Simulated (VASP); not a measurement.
## C: single point with PBEsol+D3(BJ)

Crystal: C.

```
C
1.0
     2.49833    0.00000    0.00000
    -1.24917    2.16362    0.00000
     0.00000    0.00000    8.24161
C
8
Direct
  0.66667 0.33333 0.84444
  0.33333 0.66667 0.34444
  0.66667 0.33333 0.65556
  0.33333 0.66667 0.15556
  0.00000 0.00000 0.90705
  0.00000 0.00000 0.40705
  0.00000 0.00000 0.59295
  0.00000 0.00000 0.09295
```

```yaml
Program: VASP 6.6.1
Task: single point
Functional: PBEsol
Dispersion: D3(BJ)
Potentials_or_basis: VASP PAW PBE potentials, release 64 (C)
Cutoff: 600 eV
k_mesh: 12 × 12 × 4
Occupations: fermi-dirac, width 0.05 eV
Spin: no spin polarisation
Dipole_correction: no
Further_INCAR_settings: ALGO = Normal; EDIFF = 1e-06; NBANDS = 26
```

```
Pressure                   : 0.5 GPa
Largest force              : 0.006 eV/Å
Band gap on the k mesh     : 4.45 eV, indirect (least direct gap 5.29 eV)
Dispersion energy per atom : -0.132 eV
```

Forces on the atoms (eV/Å):
```
C    0.000  0.000 -0.006
C    0.000  0.000 -0.006
C    0.000  0.000  0.006
C    0.000  0.000  0.006
C    0.000  0.000 -0.001
C    0.000  0.000 -0.001
C    0.000  0.000  0.001
C    0.000  0.000  0.001
```

Levels at points of the mesh, in eV from the valence-band top:
| k point | band 13 | band 14 | band 15 | band 16 | band 17 | band 18 | band 19 | band 20 |
| --- | --- | --- | --- | --- | --- | --- | --- | --- |
| (0.00, 0.00, 0.00) | -1.77 | -0.24 | 0.00 | 0.00 | 5.29 | 5.29 | 5.46 | 7.12 |
| (0.50, 0.00, 0.00) | -5.05 | -4.78 | -3.78 | -3.03 | 4.50 | 5.50 | 5.92 | 5.94 |
| (0.00, 0.00, 0.50) | -0.67 | -0.67 | -0.67 | -0.67 | 6.07 | 6.07 | 6.07 | 6.07 |
| (0.50, 0.00, 0.50) | -4.86 | -4.86 | -3.75 | -3.75 | 4.85 | 4.85 | 6.89 | 6.89 |

Run time: 63 s on 1 thread of Intel(R) Xeon(R) Platinum 8488C (Sapphire Rapids) (shared host), peak memory 0.22 GiB.

Caveat: the PAW data sets were made with another functional, which shifts forces and pressure a little. A k mesh can miss the band edges.
